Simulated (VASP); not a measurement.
A run of VASP 6.6.1 is set up as follows.

The input INCAR:

```
SYSTEM = Zn9O8
  PREC = Accurate
  ENCUT = 520
  EDIFF = 1E-7
  ISMEAR = 0
  SIGMA = 0.05
  LREAL = Auto
  LASPH = .True.
  NELM = 100
  ALGO = Normal
  ISIF = 2
  LWAVE = .False.
  LCHARG = .True.
  GGA = CA
  LELF = .True.
  LVHAR = .True.
  NBANDS = 92
```

Contents of KPOINTS:

```
Automatic mesh
0
Gamma
  2 2 2
  0 0 0
```

Contents of POSCAR:

```
Zn9O8
1.0
   -3.2190000000     -5.5754720000      0.0000000000
    4.8285000000     -2.7877360000      0.0000000000
    0.0000000000      0.0000000000      5.1489000000
Zn O
9 8
Direct
    0.4871690419      0.3204312200      0.0171304550
    0.4868958255      0.6709853293      0.4767323118
    0.2564089884      0.8325468641     -0.0121816310
    0.2559667118      0.1684918391      0.5012589097
    0.0260760569      0.3205334632      0.0180145274
    0.0263936061      0.6719855065      0.4764332187
    0.7563726531      0.8499734017      0.0128070073
    0.7559120830      0.1438229254      0.4794229835
    0.7568771108      0.4992373242      0.7253399755
    0.5039749613      0.3285772808      0.3851302220
    0.5044929421      0.6623014975      0.8818165045
    0.2569331077      0.8462012372      0.3636306784
    0.2563635588      0.1581143825      0.8716671522
    0.0080011447      0.3292305447      0.3859818602
    0.0084131350      0.6621971382      0.8817444503
    0.7565629513      0.8205043264      0.3810338130
    0.7567622046      0.1704528397      0.8868882674
```

Potentials or basis: VASP PAW LDA potentials, release 64 (Zn, O).

Run with:

```bash
$ cat potpaw_LDA.64/Zn/POTCAR potpaw_LDA.64/O/POTCAR > POTCAR
$ mpirun -np 1 vasp_std > vasp.out
```

Q: Predict the band gap on the k mesh.

A: Zero (band 78 reaches 4.97 eV, above the bottom of band 79 at 4.29 eV).

Q: Estimate the largest force.

A: 0.105 eV/Å.

Q: What does it give for the pressure?

A: 13.7 GPa.

Stress tensor (GPa, compression positive):
```
13.20 -0.24  0.01
-0.24 12.93 -0.02
 0.01 -0.02 15.03
```

Caveat: the k points lie up to 0.61 Å⁻¹ apart.
